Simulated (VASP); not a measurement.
# Tc12B (a cell with a defect) in VASP: a series of runs

Tc12B (a cell with a defect) is run at these levels: PBE; tasks: single point.

Program: VASP 6.6.1. These are calculated values, not measurements. Logs are shortened: lines on timing, memory, paths and dates and some standing lists are left out, and cuts for length are marked.

## (1) The cell of the first run

The cell holds a defect, 13 atoms: a = 5.480 Å, b = 8.220 Å, c = 4.395 Å, α = 90.00°, β = 90.00°, γ = 120.00°.

## (2) Single point, PBE

INCAR

```
SYSTEM = Tc12B
ALGO = Normal
EDIFF = 1E-6
ENCUT = 420
GGA = PE
GGA_COMPAT = .FALSE.
ISIF = 2
ISMEAR = -1
LASPH = .TRUE.
LCHARG = .FALSE.
LREAL = .FALSE.
LWAVE = .FALSE.
NBANDS = 92
NELM = 120
PREC = Accurate
SIGMA = 0.15
```

KPOINTS

```
k-points
0
G
  4 3 4
  0 0 0
```

POSCAR

```
Tc12B
1.0
    5.4800000000      0.0000000000      0.0000000000
   -4.1100000000      7.1187290000      0.0000000000
    0.0000000000      0.0000000000      4.3949600000
Tc B
12 1
Direct
    0.0138490629      0.0015997238     -0.0266725977
    0.1694701784      0.2713466126      0.5241290023
   -0.0119971743      0.3368444002      0.0073454593
    0.1806896870      0.5592183661      0.4901300581
   -0.0035732545      0.6597950280      0.0057652402
    0.1997844519      0.8484247680      0.5246596101
    0.5202324843      0.0037484219      0.0044209731
    0.6530330506      0.2212109774      0.5081661722
    0.4988225251      0.3379039994      0.0069855016
    0.6788523377      0.5595785427      0.4974859839
    0.5128822025      0.6721079002     -0.0070592224
    0.7116005157      0.9021118798      0.4876151319
    0.2092578656      0.0692301954      0.3953517211
```

Potentials or basis: VASP PAW PBE potentials, release 64 (Tc_pv, B).

Run with:

```sh
$ cat potpaw_PBE.64/Tc_pv/POTCAR potpaw_PBE.64/B/POTCAR > POTCAR
$ mpirun -np 1 vasp_std > vasp.out
```

OUTCAR:

```text
SYSTEM = Tc12B
   EDIFF = 1E-6
   ENCUT = 420
   GGA = PE
   ISIF = 2
   ISMEAR = -1
   LASPH = .TRUE.
   LREAL = .FALSE.
   NELM = 120
   PREC = Accurate

 ion  position               nearest neighbor table
   1  0.014  0.002  0.973-  13 2.07  12 2.57  12 2.68  13 2.70   9 2.72   7 2.72  11 2.73   2 2.77
                             5 2.77   7 2.77   6 2.79   3 2.83   2 3.10   6 3.13
   2  0.169  0.271  0.524-  13 1.87   4 2.34   3 2.51  10 2.61   3 2.64   8 2.65   9 2.66   1 2.77
                             9 2.78  12 2.81   8 2.88   1 3.10
   3  0.988  0.337  0.007-   2 2.51   5 2.63   2 2.64   4 2.65   7 2.66   9 2.69   8 2.71   8 2.72
                             4 2.77   9 2.79  11 2.82   1 2.83
   4  0.181  0.559  0.490-   6 2.33   2 2.34   3 2.65   5 2.66  11 2.69  11 2.71  10 2.73  10 2.75
                             5 2.77   3 2.77   8 2.84  12 2.87
   5  0.996  0.660  0.006-   6 2.53   3 2.63  10 2.64   4 2.66   6 2.67   9 2.69  10 2.70  11 2.70
                             1 2.77   4 2.77  11 2.78   7 2.85
   6  0.200  0.848  0.525-  13 1.88   4 2.33   5 2.53  12 2.62   7 2.63  10 2.65   5 2.67   7 2.77
                             1 2.79   8 2.82  12 2.93   1 3.13
   7  0.520  0.004  0.004-   6 2.63   3 2.66  13 2.66   8 2.68  12 2.68   8 2.71  11 2.71   1 2.72
                             1 2.77   6 2.77  12 2.80   9 2.81   5 2.85
   8  0.653  0.221  0.508-  13 2.16   2 2.65   7 2.68   9 2.69   9 2.70   7 2.71   3 2.71  10 2.71
                             3 2.72  12 2.80   6 2.82   4 2.84   2 2.88
   9  0.499  0.338  0.007-  13 2.61   2 2.66  10 2.67   3 2.69   5 2.69   8 2.69   8 2.70  11 2.71
                             1 2.72  10 2.74   2 2.78   3 2.79   7 2.81
  10  0.679  0.560  0.497-   2 2.61   5 2.64   6 2.65   9 2.67   5 2.70  11 2.70   8 2.71  11 2.73
                             4 2.73  12 2.73   9 2.74   4 2.75
  11  0.513  0.672  0.993-   4 2.69  10 2.70   5 2.70   7 2.71   9 2.71   4 2.71  12 2.73  10 2.73
                             1 2.73  12 2.76   5 2.78   3 2.82
  12  0.712  0.902  0.488-  13 2.40   1 2.57   6 2.62   1 2.68   7 2.68  11 2.73  10 2.73  11 2.76
                             7 2.80   8 2.80   2 2.81   4 2.87   6 2.93
  13  0.209  0.069  0.395-   2 1.87   6 1.88   1 2.07   8 2.16  12 2.40   9 2.61   7 2.66   1 2.70

  LATTYP: Found a simple monoclinic cell.
 ALAT       =     5.4800000000
 B/A-ratio  =     0.8020000000
 C/A-ratio  =     1.3228756879
 COS(beta)  =    -0.1889822319

  Lattice vectors:

 A1 = (   5.4800000000,   0.0000000000,   0.0000000000)
 A2 = (   0.0000000000,   0.0000000000,   4.3949600000)
 A3 = (  -1.3700000000,  -7.1187290000,   0.0000000000)

Analysis of symmetry for initial positions (statically):
=====================================================================
 Subroutine PRICEL returns:
 Original cell was already a primitive cell.

 Routine SETGRP: Setting up the symmetry group for a
 simple monoclinic supercell.

 Subroutine GETGRP returns: Found  1 space group operations
 (whereof  1 operations were pure point group operations)
 out of a pool of  4 trial point group operations.

The static configuration has the point symmetry C_1 .

Analysis of symmetry for dynamics (positions and initial velocities):
=====================================================================
 Subroutine PRICEL returns:
 Original cell was already a primitive cell.

 Routine SETGRP: Setting up the symmetry group for a
 simple monoclinic supercell.

 Subroutine GETGRP returns: Found  1 space group operations
 (whereof  1 operations were pure point group operations)
 out of a pool of  4 trial point group operations.

The dynamic configuration has the point symmetry C_1 .

 Subroutine INISYM returns: Found  1 space group operations
 (whereof  1 operations are pure point group operations),
 and found     1 'primitive' translations

----------------------------------------------------------------------------------------

                                     Primitive cell

  volume of cell :     171.4502

  direct lattice vectors                    reciprocal lattice vectors
     5.480000000  0.000000000  0.000000000     0.182481752  0.105355886  0.000000000
    -4.110000000  7.118729000  0.000000000     0.000000000  0.140474514  0.000000000
     0.000000000  0.000000000  4.394960000     0.000000000  0.000000000  0.227533356

  length of vectors
     5.480000000  8.220000157  4.394960000     0.210711776  0.140474514  0.227533356

  position of ions in fractional coordinates (direct lattice)
[... 45 lines left out ...]
  Length of vectors
     0.052677944  0.046824838  0.056883339

  Shift w.r.t. Gamma in fractional coordinates (k-lattice)
     0.000000000  0.000000000  0.000000000

 Subroutine IBZKPT returns following result:
 ===========================================

 Found     26 irreducible k-points:

 Following reciprocal coordinates:
            Coordinates               Weight
  0.000000  0.000000  0.000000      1.000000
  0.250000  0.000000  0.000000      2.000000
  0.500000  0.000000  0.000000      1.000000
  0.000000  0.333333  0.000000      2.000000
  0.250000  0.333333  0.000000      2.000000
  0.500000  0.333333  0.000000      2.000000
[... 16 lines left out ...]
  0.000000  0.333333  0.500000      2.000000
  0.250000  0.333333  0.500000      2.000000
 [... further k-points ...]
   k-points           NKPTS =     26   k-points in BZ     NKDIM =     26   number of bands    NBANDS=     92
   number of dos      NEDOS =    301   number of ions     NIONS =     13
   total plane-waves  NPLWV =  67200
   dimension x,y,z NGX =    40 NGY =   56 NGZ =   30
   dimension x,y,z NGXF=    80 NGYF=  112 NGZF=   60
   ions per type =              12   1
   NGX,Y,Z   is equivalent  to a cutoff of  12.13, 11.33, 11.35 a.u.
   NGXF,Y,Z  is equivalent  to a cutoff of  24.27, 22.65, 22.70 a.u.
 SYSTEM =  Tc12B
   PREC   = accura    normal or accurate (medium, high low for compatibility)
   ISTART =      0    job   : 0-new  1-cont  2-samecut
   ICHARG =      2    charge: 1-file 2-atom 10-const
   ISPIN  =      1    spin polarized calculation?
   LNONCOLLINEAR =      F non collinear calculations
   LSORBIT =      F    spin-orbit coupling
   LASPH  =      T    aspherical Exc in radial PAW
   ENCUT  =  420.0 eV  30.87 Ry    5.56 a.u.   9.16 13.74  7.34*2*pi/ulx,y,z
   NELM   =    120;   NELMIN=  2; NELMDL= -5     # of ELM steps
   EDIFF  = 0.1E-05   stopping-criterion for ELM
   LREAL  =      F    real-space projection
   EDIFFG = 0.1E-04   stopping-criterion for IOM
   NSW    =      0    number of steps for IOM
   IBRION =     -1    ionic relax: 0-MD 1-quasi-New 2-CG
   NFREE  =      0    steps in history (QN), initial steepest desc. (CG)
   ISIF   =      2    stress and relaxation
   ISYM   =      2    0-nonsym 1-usesym 2-fastsym
   POTIM  = 0.5000    time-step for ionic-motion
   TEBEG  =    0.0;   TEEND  =   0.0 temperature during run
   PSTRESS=    0.0 pullay stress
   NELECT =     159.0000    total number of electrons
   NUPDOWN=      -1.0000    fix difference up-down
   EMIN   =  10.00;   EMAX   =-10.00  energy-range for DOS
   EFERMI =   0.00;   METHOD = LEGACY
   ISMEAR =    -1;   SIGMA  =   0.15  broadening in eV -4-tet -1-fermi 0-gaus
   EFERMI_NEDOS =   21; number of points for ismear=-14 and -15
   IALGO  =     38    algorithm
   IMIX   =      4    mixing-type and parameters
     AMIX     =   0.40;   BMIX     =  1.00
     AMIX_MAG =   1.60;   BMIX_MAG =  1.00
  volume/ion in A,a.u.               =      13.19        89.00
  Fermi-wavevector in a.u.,A,eV,Ry     =   1.596472  3.016894 34.677466  2.548722
  Thomas-Fermi vector in A             =   2.694229
   LORBIT       =      0    0 simple, 1 ext, 2 COOP (PROOUT), +10 PAW based schemes
   GGA     = PE    functional components
   LHFCALC =     F    Hartree Fock is set to
   AEXX    =    0.0000 exact exchange contribution
   IVDW    =     0    specifies the selected vdW correction
   LEPSILON=     F    determine dielectric tensor
   LRPA    =     F    only Hartree local field effects (RPA)
 non-spin polarized calculation
  energy-cutoff  :      420.00
  volume of cell :      171.45
 maximum number of plane-waves:      3378
 NGX is ok and might be reduce to    40
   NGX = 19   NGY = 27   NGZ = 15

 number of electron     159.0000013 magnetization

 Free energy of the ion-electron system (eV)
  ---------------------------------------------------
  ext. energy  EPLUGINS =         0.00000000
  ---------------------------------------------------
  free energy    TOTEN  =      -128.94709105 eV

  energy without entropy =     -128.05366770  energy(sigma->0) =     -128.50037937

 E-fermi :  13.2310     XC(G=0): -13.9544

 val. band max:       13.2293822312   @ k =   0.5000   0.3333   0.5000
 cond. band min:      13.2341362400   @ k =   0.5000   0.0000   0.5000
 fundamental gap:      0.0047540088
 Fermi energy:        13.2310316944

 k-point     1 :       0.0000    0.0000    0.0000
  band No.  band energies     occupation
      1     -26.9013      2.00000
      2     -26.4527      2.00000
      3     -26.2576      2.00000
      4     -26.1990      2.00000
      5     -26.1335      2.00000
      6     -26.0738      2.00000
[... 2245 lines left out ...]
     90      15.2617      0.00000
     91      15.4224      0.00000

 [... further k-points ...]

 [bands above 91 left out]

------------------------ aborting loop because EDIFF is reached ----------------------------------------

  FORCE on cell =-STRESS in cart. coord.  units (eV):
  Direction    XX          YY          ZZ          XY          YZ          ZX
  --------------------------------------------------------------------------------------
  -------------------------------------------------------------------------------------
  Total       19.3036631     32.5203302     14.0735859    -10.2673795      2.0578163      2.2821977
  in kB      180.3899620    303.8978191    131.5156403    -95.9471885     19.2299977     21.3268098
  external PRESSURE =     205.2678071 kB  Pullay stress =       0.0000000 kB

 VOLUME and BASIS-vectors are now :
 -----------------------------------------------------------------------------
  energy-cutoff  :      420.00
  volume of cell :      171.45
      direct lattice vectors                 reciprocal lattice vectors
     5.480000000  0.000000000  0.000000000     0.182481752  0.105355886  0.000000000
    -4.110000000  7.118729000  0.000000000     0.000000000  0.140474514  0.000000000
     0.000000000  0.000000000  4.394960000     0.000000000  0.000000000  0.227533356

 POSITION                                       TOTAL-FORCE (eV/Angst)
 -----------------------------------------------------------------------------------
      0.06932      0.01139      4.27774        -0.338238     -0.212791     -0.346634
     -0.18654      1.93164      2.30353        -0.081945     -0.044256      0.574604
      4.02983      2.39790      0.03228         0.008894      0.033239      0.241271
     -1.30821      3.98092      2.15410         0.042302      0.068950     -0.067242
      2.74866      4.69690      0.02534        -0.046761     -0.050058      0.196624
     -2.39221      6.03971      2.30586        -0.242297      0.110022      0.509197
      2.83547      0.02668      0.01943        -0.204507      0.027577      0.186661
      2.66944      1.57474      2.23337         0.152248      0.108293      0.260062
      1.34476      2.40545      0.03070        -0.048895     -0.120452      0.241978
      1.42024      3.98349      2.18643        -0.051843     -0.028011      0.063816
      0.04823      4.78455      4.36393        -0.013079     -0.080647     -0.019818
      0.19189      6.42189      2.14305         0.027858     -0.001992     -0.108530
      0.86220      0.49283      1.73756         0.796264      0.190127     -1.731988
 -----------------------------------------------------------------------------------
    total drift:                               -0.000286      0.000332      0.000645

  FREE ENERGIE OF THE ION-ELECTRON SYSTEM (eV)
  ---------------------------------------------------
  free  energy   TOTEN  =      -128.9470910455 eV

  energy  without entropy=     -128.0536676958  energy(sigma->0) =     -128.50037937
```

Run time: 16 min. Hardware: 1 thread of Intel Xeon 8259CL, shared host; peak memory 0.36 GiB.

What came out:

- Free energy: -128.9471 eV
- Pressure: 20.5 GPa
- Largest force: 1.916 eV/Å
- Band gap on the k mesh: zero (an odd number of electrons rules out a gap without spin polarisation)

Forces in eV/Å, atoms in the order of the input:
```
Tc  -0.338 -0.213 -0.347
Tc  -0.082 -0.044  0.575
Tc   0.009  0.033  0.241
Tc   0.042  0.069 -0.067
Tc  -0.047 -0.050  0.197
Tc  -0.242  0.110  0.509
Tc  -0.205  0.028  0.187
Tc   0.152  0.108  0.260
Tc  -0.049 -0.120  0.242
Tc  -0.052 -0.028  0.064
Tc  -0.013 -0.081 -0.020
Tc   0.028 -0.002 -0.109
B    0.796  0.190 -1.732
```

Levels at points of the mesh, in eV from the Fermi level:
```tsv
k point	band 75	band 76	band 77	band 78	band 79	band 80	band 81	band 82	band 83	band 84
(0.00, 0.00, 0.00)	-0.90	-0.86	-0.73	-0.63	-0.33	-0.13	0.08	0.32	1.07	1.26
(0.50, 0.00, 0.00)	-0.85	-0.68	-0.58	-0.34	-0.10	-0.04	0.10	0.19	0.23	0.52
(0.00, 0.00, 0.50)	-0.25	-0.18	-0.08	-0.01	0.07	0.26	0.37	0.53	0.76	0.86
(0.50, 0.00, 0.50)	-0.61	-0.49	-0.44	-0.30	-0.26	-0.20	-0.09	0.00	0.08	0.31
```

## (3) Single point, PBE

INCAR

```
SYSTEM = Tc12B
PREC     = Accurate       ! precision mode
ENCUT    = 420            ! plane-wave cutoff, eV
EDIFF    = 1E-6           ! SCF threshold, eV
ISMEAR   = -1             ! smearing method
SIGMA    = 0.15           ! smearing width, eV
LREAL    = .False.        ! projectors in reciprocal space
LASPH    = .True.         ! aspherical terms in the spheres
NELM     = 120            ! most SCF steps
ALGO     = Normal         ! electronic algorithm
ISIF     = 2              ! what is computed and relaxed
LWAVE    = .False.        ! write WAVECAR
LCHARG   = .False.        ! write CHGCAR
GGA      = PE             ! functional
NBANDS   = 92             ! bands
GGA_COMPAT= .False.
```

KPOINTS

```
regular mesh
0
Gamma
  4 3 4
  0 0 0
```

POSCAR

```
Tc12B
1.0
    5.4800000000      0.0000000000      0.0000000000
   -4.1100000000      7.1187290000      0.0000000000
    0.0000000000      0.0000000000      4.3949600000
Tc B
12 1
Direct
   -0.0100051627     -0.0050664943     -0.0305688789
    0.1633019458      0.2532249788      0.5299729690
   -0.0080937772      0.3374012411      0.0111398056
    0.1801968881      0.5596359968      0.4908863789
   -0.0013758444      0.6607562951      0.0077982507
    0.1801404066      0.8584979144      0.5284603273
    0.5124781308      0.0015693813      0.0002250305
    0.6672863160      0.2257800515      0.5151352913
    0.4987105055      0.3384154671      0.0042237017
    0.6740251532      0.5575391337      0.4961317054
    0.5062151856      0.6681165978     -0.0100048692
    0.6937519925      0.8960209049      0.4836922293
    0.2731841304      0.0910630254      0.3082464914
```

Potentials or basis: VASP PAW PBE potentials, release 64 (Tc_pv, B).

Run with:

```sh
$ cat potpaw_PBE.64/Tc_pv/POTCAR potpaw_PBE.64/B/POTCAR > POTCAR
$ mpirun -np 1 vasp_std > vasp.out
```

OUTCAR:

```text
SYSTEM = Tc12B
   PREC = Accurate
   ENCUT = 420
   EDIFF = 1E-6
   ISMEAR = -1
   LREAL = .False.
   LASPH = .True.
   NELM = 120
   ISIF = 2
   GGA = PE

 ion  position               nearest neighbor table
   1  0.990  0.995  0.969-  13 2.01  12 2.56   7 2.65  12 2.66   2 2.67  11 2.67   6 2.70   5 2.78
                             9 2.81   3 2.82   7 2.84   2 3.08   6 3.09
   2  0.163  0.253  0.530-  13 1.97   4 2.48   3 2.55   8 2.61   9 2.63  10 2.67   1 2.67   3 2.69
                            12 2.78   9 2.81   8 2.88   1 3.08   6 3.29
[... 2508 lines left out ...]
 -----------------------------------------------------------------------------
  energy-cutoff  :      420.00
  volume of cell :      171.45
      direct lattice vectors                 reciprocal lattice vectors
     5.480000000  0.000000000  0.000000000     0.182481752  0.105355886  0.000000000
    -4.110000000  7.118729000  0.000000000     0.000000000  0.140474514  0.000000000
     0.000000000  0.000000000  4.394960000     0.000000000  0.000000000  0.227533356

 POSITION                                       TOTAL-FORCE (eV/Angst)
 -----------------------------------------------------------------------------------
      1.33599      7.08266      4.26061        -0.521204     -0.255094      0.056297
     -0.14586      1.80264      2.32921         0.172049     -0.620028      0.297377
      4.04893      2.40187      0.04896         0.099443      0.037236      0.225776
     -1.31263      3.98390      2.15743        -0.007187      0.038914      0.156739
      2.75675      4.70374      0.03427         0.040829      0.021849      0.175192
     -2.54126      6.11141      2.32256        -0.746744      0.382380      0.204312
      2.80193      0.01117      0.00099        -0.176103     -0.083021      0.050020
      2.72877      1.60727      2.26400         0.302379      0.161027      0.303725
      1.34205      2.40909      0.01856         0.000543      0.042718      0.075550
      1.40217      3.96897      2.18048        -0.091564     -0.062082      0.110646
      0.02810      4.75614      4.35099        -0.081992     -0.155848      0.074763
      0.11911      6.37853      2.12581        -0.355613     -0.232206      0.056717
      1.12278      0.64825      1.35473         1.365166      0.724154     -1.787115
 -----------------------------------------------------------------------------------
    total drift:                               -0.000443      0.000167     -0.000277

  FREE ENERGIE OF THE ION-ELECTRON SYSTEM (eV)
  ---------------------------------------------------
  free  energy   TOTEN  =      -130.4405757922 eV

  energy  without entropy=     -129.6124556031  energy(sigma->0) =     -130.02651570
```

OSZICAR:

```text
N       E                     dE             d eps       ncg     rms          rms(c)
DAV:   1     0.225814280469E+04    0.22581E+04   -0.83740E+04  4904   0.155E+03
DAV:   2    -0.153403034744E+02   -0.22735E+04   -0.22219E+04  4920   0.523E+02
DAV:   3    -0.137628859641E+03   -0.12229E+03   -0.11765E+03  6628   0.126E+02
[... 12 lines left out ...]
DAV:  16    -0.130440581197E+03    0.16861E-04   -0.98514E-05  6300   0.641E-02    0.150E-02
DAV:  17    -0.130440580163E+03    0.10334E-05   -0.17566E-05  6272   0.255E-02    0.105E-02
DAV:  18    -0.130440578408E+03    0.17552E-05   -0.62361E-06  4876   0.165E-02    0.532E-03
DAV:  19    -0.130440576382E+03    0.20262E-05   -0.85493E-07  2704   0.554E-03    0.249E-03
DAV:  20    -0.130440575792E+03    0.58992E-06   -0.31947E-07  2704   0.442E-03
   1 F= -.13044058E+03 E0= -.13002652E+03  d E =-.828120E+00
```

stdout:

```text
POSCAR found type information on POSCAR TcB
 POSCAR found :  2 types and      13 ions
 scaLAPACK will be used
 LDA part: xc-table for (Slater+PW92), standard interpolation
 POSCAR, INCAR and KPOINTS ok, starting setup
 FFT: planning ... GRIDC
 FFT: planning ... GRID_SOFT
 FFT: planning ... GRID
 WAVECAR not read
 entering main loop
```

Run time: 14 min. Hardware: 1 thread of Intel Xeon 8259CL, shared host; peak memory 0.36 GiB.

Results:

```
Free energy            : -130.4406 eV
Pressure               : 17.9 GPa
Largest force          : 2.363 eV/Å
Band gap on the k mesh : zero (an odd number of electrons rules out a gap without spin polarisation)
```

Forces in eV/Å, atoms in the order of the input:
```
Tc  -0.521 -0.255  0.056
Tc   0.172 -0.620  0.297
Tc   0.099  0.037  0.226
Tc  -0.007  0.039  0.157
Tc   0.041  0.022  0.175
Tc  -0.747  0.382  0.204
Tc  -0.176 -0.083  0.050
Tc   0.302  0.161  0.304
Tc   0.001  0.043  0.076
Tc  -0.092 -0.062  0.111
Tc  -0.082 -0.156  0.075
Tc  -0.356 -0.232  0.057
B    1.365  0.724 -1.787
```

Levels at points of the mesh, in eV from the Fermi level:
```
           k point  band 76  band 77  band 78  band 79  band 80  band 81  band 82  band 83
(0.00, 0.00, 0.00)    -0.78    -0.66    -0.59    -0.33    -0.06     0.22     0.81     1.21
(0.50, 0.00, 0.00)    -0.77    -0.58    -0.37    -0.09     0.01     0.14     0.23     0.26
(0.00, 0.00, 0.50)    -0.24    -0.14    -0.06     0.02     0.22     0.30     0.41     0.98
(0.50, 0.00, 0.50)    -0.64    -0.50    -0.48    -0.29    -0.23    -0.14    -0.12     0.11
```
